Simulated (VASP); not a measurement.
# SnO2 in VASP: notebook

The runs below take SnO2 through single point, relaxation of cell and atoms, with LDA.

All numbers are computed with VASP 6.6.1; they aren't measurements. Logs are shortened: lines on timing, memory, paths and dates and some standing lists are left out, and cuts for length are marked.

**1. The cell of the first run**

The typed cell holds 6 atoms: a = 4.721 Å, b = 4.724 Å, c = 3.190 Å, α = 90.00°, β = 90.00°, γ = 90.00°.

**2. Single point, LDA**

INCAR reads:

```
  PREC = Accurate
  ENCUT = 520
  EDIFF = 1E-6
  ISMEAR = 0
  SIGMA = 0.02
  LREAL = F
  LASPH = T
  NELM = 60
  ALGO = Normal
  ISIF = 2
  LWAVE = F
  LCHARG = F
  NBANDS = 35
```

KPOINTS reads:

```
regular mesh
0
Gamma
  6 6 8
```

POSCAR reads:

```
SnO2
1.0
    4.7212714783      0.0000000000      0.0000000000
    0.0000000000      4.7242464825      0.0000000000
    0.0000000000      0.0000000000      3.1900194046
Sn O
2 4
Direct
    0.5000000000      0.5000000000      0.5000000000
    0.0000000000      0.0000000000      0.0000000000
    0.3055669690      0.3065721193      0.0000000000
    0.8055669690      0.1934278807      0.5000000000
    0.1944330310      0.8065721193      0.5000000000
    0.6944330310      0.6934278807      0.0000000000
```

Potentials or basis: VASP PAW LDA potentials, release 64 (Sn_d, O).

Started as:

```
$ cat potpaw_LDA.64/Sn_d/POTCAR potpaw_LDA.64/O/POTCAR > POTCAR
$ mpirun -np 1 vasp_std > vasp.out
```

OUTCAR:

```text
PREC = Accurate
   ENCUT = 520
   EDIFF = 1E-6
   ISMEAR = 0
   LREAL = F
   LASPH = T
   NELM = 60
   ISIF = 2

 ion  position               nearest neighbor table
   1  0.500  0.500  0.500-   4 2.04   5 2.04   3 2.05   6 2.05   3 2.05   6 2.05   2 3.70   2 3.70
                             2 3.70   2 3.70   2 3.70   2 3.70   2 3.70   2 3.70
   2  0.000  0.000  0.000-   3 2.04   6 2.04   5 2.05   4 2.05   4 2.05   5 2.05   1 3.70   1 3.70
                             1 3.70   1 3.70   1 3.70   1 3.70   1 3.70   1 3.70
   3  0.306  0.307  0.000-   2 2.04   1 2.05   1 2.05
   4  0.806  0.193  0.500-   1 2.04   2 2.05   2 2.05
   5  0.194  0.807  0.500-   1 2.04   2 2.05   2 2.05
   6  0.694  0.693  0.000-   2 2.04   1 2.05   1 2.05

  LATTYP: Found a simple orthorhombic cell.
 ALAT       =     3.1900194046
 B/A-ratio  =     1.4800134041
 C/A-ratio  =     1.4809460017

  Lattice vectors:

 A1 = (   0.0000000000,   0.0000000000,   3.1900194046)
 A2 = (   4.7212714783,   0.0000000000,   0.0000000000)
 A3 = (   0.0000000000,   4.7242464825,   0.0000000000)

Analysis of symmetry for initial positions (statically):
=====================================================================
 Subroutine PRICEL returns:
 Original cell was already a primitive cell.

 Routine SETGRP: Setting up the symmetry group for a
 simple orthorhombic supercell.

 Subroutine GETGRP returns: Found  8 space group operations
 (whereof  4 operations were pure point group operations)
 out of a pool of  8 trial point group operations.

The static configuration has the point symmetry C_2h.
 The point group associated with its full space group is D_2h.

Analysis of symmetry for dynamics (positions and initial velocities):
=====================================================================
 Subroutine PRICEL returns:
 Original cell was already a primitive cell.

 Routine SETGRP: Setting up the symmetry group for a
 simple orthorhombic supercell.

 Subroutine GETGRP returns: Found  8 space group operations
 (whereof  4 operations were pure point group operations)
 out of a pool of  8 trial point group operations.

The dynamic configuration has the point symmetry C_2h.
 The point group associated with its full space group is D_2h.

 Subroutine INISYM returns: Found  8 space group operations
 (whereof  4 operations are pure point group operations),
 and found     1 'primitive' translations

----------------------------------------------------------------------------------------

                                     Primitive cell

  volume of cell :      71.1516

  direct lattice vectors                    reciprocal lattice vectors
     4.721271478  0.000000000  0.000000000     0.211807350  0.000000000  0.000000000
     0.000000000  4.724246482  0.000000000     0.000000000  0.211673968  0.000000000
     0.000000000  0.000000000  3.190019405     0.000000000  0.000000000  0.313477717

  length of vectors
     4.721271478  4.724246482  3.190019405     0.211807350  0.211673968  0.313477717

  position of ions in fractional coordinates (direct lattice)
     0.500000000  0.500000000  0.500000000
     0.000000000  0.000000000  0.000000000
     0.305566969  0.306572119  0.000000000
     0.805566969  0.193427881  0.500000000
     0.194433031  0.806572119  0.500000000
     0.694433031  0.693427881  0.000000000

  ion indices of the primitive-cell ions
   primitive index   ion index
                 1           1
                 2           2
                 3           3
                 4           4
                 5           5
                 6           6

----------------------------------------------------------------------------------------

 KPOINTS: regular mesh

Automatic generation of k-mesh.
 Grid dimensions read from file:
 generate k-points for:    6    6    8

 Generating k-lattice:

  Cartesian coordinates                     Fractional coordinates (reciprocal lattice)
     0.035301225  0.000000000  0.000000000     0.166666667  0.000000000  0.000000000
     0.000000000  0.035278995  0.000000000     0.000000000  0.166666667  0.000000000
     0.000000000  0.000000000  0.039184715     0.000000000  0.000000000  0.125000000

  Length of vectors
     0.035301225  0.035278995  0.039184715

  Shift w.r.t. Gamma in fractional coordinates (k-lattice)
     0.000000000  0.000000000  0.000000000

 Subroutine IBZKPT returns following result:
 ===========================================

 Found     80 irreducible k-points:

 Following reciprocal coordinates:
            Coordinates               Weight
  0.000000  0.000000  0.000000      1.000000
  0.166667  0.000000  0.000000      2.000000
  0.333333  0.000000  0.000000      2.000000
  0.500000  0.000000  0.000000      1.000000
  0.000000  0.166667  0.000000      2.000000
  0.166667  0.166667  0.000000      4.000000
[... 16 lines left out ...]
  0.333333  0.166667  0.125000      8.000000
  0.500000  0.166667  0.125000      4.000000
 [... further k-points ...]
   k-points           NKPTS =     80   k-points in BZ     NKDIM =     80   number of bands    NBANDS=     35
   number of dos      NEDOS =    301   number of ions     NIONS =      6
   total plane-waves  NPLWV =  31104
   dimension x,y,z NGX =    36 NGY =   36 NGZ =   24
   dimension x,y,z NGXF=    72 NGYF=   72 NGZF=   48
   ions per type =               2   4
   NGX,Y,Z   is equivalent  to a cutoff of  12.68, 12.67, 12.51 a.u.
   NGXF,Y,Z  is equivalent  to a cutoff of  25.35, 25.34, 25.01 a.u.
 SYSTEM =  unknown system
   PREC   = accura    normal or accurate (medium, high low for compatibility)
   ISTART =      0    job   : 0-new  1-cont  2-samecut
   ICHARG =      2    charge: 1-file 2-atom 10-const
   ISPIN  =      1    spin polarized calculation?
   LNONCOLLINEAR =      F non collinear calculations
   LSORBIT =      F    spin-orbit coupling
   LASPH  =      T    aspherical Exc in radial PAW
   ENCUT  =  520.0 eV  38.22 Ry    6.18 a.u.   8.78  8.78  5.93*2*pi/ulx,y,z
   NELM   =     60;   NELMIN=  2; NELMDL= -5     # of ELM steps
   EDIFF  = 0.1E-05   stopping-criterion for ELM
   LREAL  =      F    real-space projection
   EDIFFG = 0.1E-04   stopping-criterion for IOM
   NSW    =      0    number of steps for IOM
   IBRION =     -1    ionic relax: 0-MD 1-quasi-New 2-CG
   NFREE  =      0    steps in history (QN), initial steepest desc. (CG)
   ISIF   =      2    stress and relaxation
   ISYM   =      2    0-nonsym 1-usesym 2-fastsym
   POTIM  = 0.5000    time-step for ionic-motion
   TEBEG  =    0.0;   TEEND  =   0.0 temperature during run
   PSTRESS=    0.0 pullay stress
   NELECT =      52.0000    total number of electrons
   NUPDOWN=      -1.0000    fix difference up-down
   EMIN   =  10.00;   EMAX   =-10.00  energy-range for DOS
   EFERMI =   0.00;   METHOD = LEGACY
   ISMEAR =     0;   SIGMA  =   0.02  broadening in eV -4-tet -1-fermi 0-gaus
   EFERMI_NEDOS =   21; number of points for ismear=-14 and -15
   IALGO  =     38    algorithm
   IMIX   =      4    mixing-type and parameters
     AMIX     =   0.40;   BMIX     =  1.00
     AMIX_MAG =   1.60;   BMIX_MAG =  1.00
  volume/ion in A,a.u.               =      11.86        80.03
  Fermi-wavevector in a.u.,A,eV,Ry     =   1.474623  2.786633 29.586044  2.174513
  Thomas-Fermi vector in A             =   2.589372
   LORBIT       =      0    0 simple, 1 ext, 2 COOP (PROOUT), +10 PAW based schemes
   GGA     = CA    functional components
   LHFCALC =     F    Hartree Fock is set to
   AEXX    =    0.0000 exact exchange contribution
   IVDW    =     0    specifies the selected vdW correction
   LEPSILON=     F    determine dielectric tensor
   LRPA    =     F    only Hartree local field effects (RPA)
 non-spin polarized calculation
 Gauss-broadening in eV      SIGMA  =   0.02
  energy-cutoff  :      520.00
  volume of cell :       71.15
 maximum number of plane-waves:      1944
 NGX is ok and might be reduce to    36
   NGX = 17   NGY = 17   NGZ = 11

 number of electron      51.9999988 magnetization

 Free energy of the ion-electron system (eV)
  ---------------------------------------------------
  ext. energy  EPLUGINS =         0.00000000
  ---------------------------------------------------
  free energy    TOTEN  =       -42.27985926 eV

  energy without entropy =      -42.27985926  energy(sigma->0) =      -42.27985926

 E-fermi :   6.0158     XC(G=0): -11.8307

 val. band max:        5.9337974764   @ k =   0.0000   0.0000   0.0000
 cond. band min:       7.1300598398   @ k =   0.0000   0.0000   0.0000
 fundamental gap:      1.1962623635
 Fermi energy:         6.0157803136

 k-point     1 :       0.0000    0.0000    0.0000
  band No.  band energies     occupation
      1     -15.0841      2.00000
      2     -14.3043      2.00000
      3     -14.0292      2.00000
      4     -14.0102      2.00000
      5     -14.0101      2.00000
      6     -13.9321      2.00000
[... 27 lines left out ...]
     34      17.9096      0.00000
     35      18.3148      0.00000

 k-point     2 :       0.1667    0.0000    0.0000
  band No.  band energies     occupation
      1     -15.0412      2.00000
      2     -14.3532      2.00000
      3     -14.0288      2.00000
      4     -14.0082      2.00000
      5     -14.0079      2.00000
      6     -13.9674      2.00000
[... 27 lines left out ...]
     34      17.8941      0.00000
     35      18.2713      0.00000

 k-point     3 :       0.3333    0.0000    0.0000
  band No.  band energies     occupation
      1     -14.9167      2.00000
      2     -14.5121      2.00000
      3     -14.0276      2.00000
      4     -14.0099      2.00000
      5     -14.0040      2.00000
      6     -14.0037      2.00000
[... 27 lines left out ...]
     34      17.9525      0.00000
     35      18.2153      0.00000
[... 723 lines left out ...]
 k-point    23 :       0.3333    0.1667    0.1250
  band No.  band energies     occupation
      1     -14.8496      2.00000
      2     -14.5298      2.00000
      3     -14.1591      2.00000
      4     -14.1520      2.00000
      5     -13.9812      2.00000
      6     -13.9401      2.00000
[... 27 lines left out ...]
     34      17.9557      0.00000
     35      18.1228      0.00000

 k-point    24 :       0.5000    0.1667    0.1250
  band No.  band energies     occupation
      1     -14.7051      2.00000
      2     -14.7051      2.00000
      3     -14.1565      2.00000
      4     -14.1565      2.00000
      5     -13.9608      2.00000
      6     -13.9608      2.00000
[... 27 lines left out ...]
     34      18.0309      0.00000
     35      18.2254      0.00000

 [... further k-points ...]

------------------------ aborting loop because EDIFF is reached ----------------------------------------

  FORCE on cell =-STRESS in cart. coord.  units (eV):
  Direction    XX          YY          ZZ          XY          YZ          ZX
  --------------------------------------------------------------------------------------
  -------------------------------------------------------------------------------------
  Total        0.4062335      0.4010986      0.6284306     -0.0000000      0.0000000      0.0000000
  in kB        9.1474811      9.0318532     14.1508663     -0.0000000      0.0000000      0.0000000
  external PRESSURE =      10.7767335 kB  Pullay stress =       0.0000000 kB

 VOLUME and BASIS-vectors are now :
 -----------------------------------------------------------------------------
  energy-cutoff  :      520.00
  volume of cell :       71.15
      direct lattice vectors                 reciprocal lattice vectors
     4.721271478  0.000000000  0.000000000     0.211807350  0.000000000  0.000000000
     0.000000000  4.724246482  0.000000000     0.000000000  0.211673968  0.000000000
     0.000000000  0.000000000  3.190019405     0.000000000  0.000000000  0.313477717

 POSITION                                       TOTAL-FORCE (eV/Angst)
 -----------------------------------------------------------------------------------
      2.36064      2.36212      1.59501         0.000000      0.000000      0.000000
      0.00000      0.00000      0.00000         0.000000      0.000000      0.000000
      1.44266      1.44832      0.00000        -0.014488     -0.016485      0.000000
      3.80330      0.91380      1.59501        -0.014488      0.016485      0.000000
      0.91797      3.81045      1.59501         0.014488     -0.016485      0.000000
      3.27861      3.27592      0.00000         0.014488      0.016485     -0.000000
 -----------------------------------------------------------------------------------
    total drift:                               -0.000000      0.000000      0.000000

  FREE ENERGIE OF THE ION-ELECTRON SYSTEM (eV)
  ---------------------------------------------------
  free  energy   TOTEN  =       -42.2798592593 eV

  energy  without entropy=      -42.2798592593  energy(sigma->0) =      -42.27985926
```

Run time: 1.8 min. Hardware: 1 thread of AMD EPYC 9R45 (Zen 5), shared host; peak memory 0.23 GiB.

Results:

```
Free energy            : -42.2799 eV
Pressure               : 1.1 GPa
Largest force          : 0.022 eV/Å
Band gap on the k mesh : 1.20 eV, direct
```

Forces on the atoms (eV/Å):
```
Sn   0.000  0.000  0.000
Sn   0.000  0.000  0.000
O   -0.014 -0.016  0.000
O   -0.014  0.016  0.000
O    0.014 -0.016  0.000
O    0.014  0.016  0.000
```

Levels at points of the mesh, in eV from the valence-band top:
| k point | band 24 | band 25 | band 26 | band 27 | band 28 | band 29 |
| --- | --- | --- | --- | --- | --- | --- |
| (0.00, 0.00, 0.00) | -0.81 | -0.81 | 0.00 | 1.20 | 5.96 | 6.07 |
| (0.50, 0.00, 0.00) | -1.24 | -0.65 | -0.65 | 4.35 | 4.35 | 6.82 |
| (0.00, 0.50, 0.00) | -1.24 | -0.65 | -0.65 | 4.36 | 4.36 | 6.84 |
| (0.50, 0.50, 0.00) | -1.36 | -0.92 | -0.92 | 4.74 | 4.74 | 7.33 |
| (0.00, 0.00, 0.50) | -1.73 | -1.29 | -1.29 | 6.07 | 6.07 | 9.54 |
| (0.50, 0.00, 0.50) | -1.13 | -0.72 | -0.72 | 6.36 | 6.36 | 7.90 |
| (0.00, 0.50, 0.50) | -1.14 | -0.72 | -0.72 | 6.35 | 6.35 | 7.90 |
| (0.50, 0.50, 0.50) | -0.99 | -0.85 | -0.85 | 4.73 | 4.73 | 8.64 |

Caveat: spin-orbit coupling is left out, which moves the levels of the heavy elements. Expect the measured gap to be larger: semilocal functionals such as LDA lack the derivative discontinuity.

**3. Single point, LDA**

This run uses another cell than the first one, of 12.59 Å³/atom, 1.061 times its volume.

INCAR reads:

```
PREC = Accurate
ENCUT = 600
EDIFF = 1E-6
ISMEAR = 0
SIGMA = 0.02
LREAL = F
LASPH = T
NELM = 120
ALGO = Normal
ISIF = 2
LWAVE = F
LCHARG = F
GGA = CA
NBANDS = 35
GGA_COMPAT = F
```

KPOINTS reads:

```
Automatic mesh
0
Gamma
  6 6 8
```

POSCAR reads:

```
SnO2
1.0
    4.7880040000      0.0000000000      0.0000000000
    0.0000000000      4.8665820000      0.0000000000
    0.0000000000      0.0000000000      3.2408980000
Sn O
2 4
Direct
    0.5000000000      0.5000000000      0.5000000000
    0.0000000000      0.0000000000      0.0000000000
    0.2918550000      0.3210420000      0.0000000000
    0.7918550000      0.1789580000      0.5000000000
    0.2081450000      0.8210420000      0.5000000000
    0.7081450000      0.6789580000      0.0000000000
```

Potentials or basis: VASP PAW LDA potentials, release 64 (Sn_d, O).

Started as:

```
$ cat potpaw_LDA.64/Sn_d/POTCAR potpaw_LDA.64/O/POTCAR > POTCAR
$ mpirun -np 1 vasp_std > vasp.out
```

It took 4.2 min on 1 thread of Intel Xeon 6975P-C, shared host; peak memory 0.31 GiB.

Results (log left out):

```yaml
Free_energy: -42.1446 eV
Pressure: -10.6 GPa
Largest_force: 0.152 eV/Å
Band_gap_on_the_k_mesh: 0.71 eV, direct
```

Forces on the atoms (eV/Å):
```
Sn   0.000  0.000  0.000
Sn   0.000  0.000  0.000
O    0.152 -0.004  0.000
O    0.152  0.004  0.000
O   -0.152 -0.004  0.000
O   -0.152  0.004  0.000
```

Stress tensor (GPa, compression positive):
```
 -9.93   0.00   0.00
  0.00 -10.21   0.00
  0.00   0.00 -11.62
```

Levels at points of the mesh, in eV from the valence-band top:
| k point | band 22 | band 23 | band 24 | band 25 | band 26 | band 27 | band 28 | band 29 | band 30 | band 31 |
| --- | --- | --- | --- | --- | --- | --- | --- | --- | --- | --- |
| (0.00, 0.00, 0.00) | -1.20 | -1.16 | -0.64 | -0.63 | 0.00 | 0.71 | 5.53 | 5.84 | 6.00 | 9.91 |
| (0.50, 0.00, 0.00) | -1.74 | -1.14 | -1.14 | -0.44 | -0.44 | 3.73 | 3.73 | 6.41 | 6.41 | 10.30 |
| (0.00, 0.50, 0.00) | -1.92 | -1.13 | -1.13 | -0.57 | -0.57 | 3.89 | 3.89 | 6.86 | 6.86 | 10.12 |
| (0.50, 0.50, 0.00) | -1.83 | -1.26 | -1.26 | -0.73 | -0.73 | 4.20 | 4.20 | 6.99 | 6.99 | 10.29 |
| (0.00, 0.00, 0.50) | -2.55 | -1.47 | -1.47 | -1.05 | -1.05 | 5.47 | 5.47 | 9.17 | 9.17 | 10.03 |
| (0.50, 0.00, 0.50) | -1.74 | -0.83 | -0.83 | -0.73 | -0.73 | 5.77 | 5.77 | 7.57 | 7.57 | 10.15 |
| (0.00, 0.50, 0.50) | -1.44 | -1.04 | -1.04 | -0.62 | -0.62 | 5.67 | 5.67 | 7.35 | 7.35 | 10.60 |
| (0.50, 0.50, 0.50) | -2.38 | -0.85 | -0.85 | -0.66 | -0.66 | 4.25 | 4.25 | 8.41 | 8.41 | 10.38 |

Caveat: spin-orbit coupling is left out, which moves the levels of the heavy elements.

**4. Single point, LDA**

This run uses another cell than the first one, of 12.59 Å³/atom, 1.061 times its volume.

INCAR reads:

```
SYSTEM = SnO2
PREC = Accurate ; ENCUT = 600
EDIFF = 1E-6 ; ISMEAR = 0
SIGMA = 0.02 ; LREAL = .FALSE.
LASPH = .TRUE. ; NELM = 120
ALGO = Normal ; ISIF = 2
LWAVE = .FALSE. ; LCHARG = .FALSE.
GGA = CA ; NBANDS = 35
GGA_COMPAT = .FALSE.
```

KPOINTS reads:

```
regular mesh
0
G
  6 6 8
  0 0 0
```

POSCAR reads:

```
SnO2
1.0
    4.7880040000      0.0000000000      0.0000000000
    0.0000000000      4.8665820000      0.0000000000
    0.0000000000      0.0000000000      3.2408980000
Sn O
2 4
Direct
    0.5000000000      0.5000000000      0.5000000000
    0.0000000000      0.0000000000      0.0000000000
    0.3057069089      0.3092105344      0.0000000000
    0.8057069089      0.1907894656      0.5000000000
    0.1942930911      0.8092105344      0.5000000000
    0.6942930911      0.6907894656      0.0000000000
```

Started as:

```
$ cat potpaw_LDA.64/Sn_d/POTCAR potpaw_LDA.64/O/POTCAR > POTCAR
$ mpirun -np 1 vasp_std > vasp.out
```

Run time: 3.7 min. Hardware: 1 thread of Intel Xeon 6975P-C, shared host; peak memory 0.31 GiB.

Results (log left out):

- Free energy: -42.1648 eV
- Pressure: -10.0 GPa
- Largest force: 0.023 eV/Å
- Band gap on the k mesh: 0.58 eV, direct

Forces on the atoms (eV/Å):
```
Sn   0.000  0.000  0.000
Sn   0.000  0.000  0.000
O   -0.013 -0.019  0.000
O   -0.013  0.019  0.000
O    0.013 -0.019  0.000
O    0.013  0.019  0.000
```

Stress tensor (GPa, compression positive):
```
 -8.94   0.00   0.00
  0.00 -10.19   0.00
  0.00   0.00 -10.97
```

Levels at points of the mesh, in eV from the valence-band top:
```
           k point  band 24  band 25  band 26  band 27  band 28  band 29
(0.00, 0.00, 0.00)    -0.79    -0.72     0.00     0.58     5.43     5.77
(0.50, 0.00, 0.00)    -1.25    -0.64    -0.64     3.74     3.74     6.50
(0.00, 0.50, 0.00)    -1.23    -0.61    -0.61     3.75     3.75     6.55
(0.50, 0.50, 0.00)    -1.36    -0.86    -0.86     4.09     4.09     6.91
(0.00, 0.00, 0.50)    -1.56    -1.20    -1.20     5.43     5.43     9.12
(0.50, 0.00, 0.50)    -1.00    -0.76    -0.76     5.69     5.69     7.40
(0.00, 0.50, 0.50)    -1.08    -0.78    -0.78     5.68     5.68     7.37
(0.50, 0.50, 0.50)    -0.95    -0.79    -0.79     4.21     4.21     8.29
```

Caveat: spin-orbit coupling is left out, which moves the levels of the heavy elements.

[end of part 1 of 2]
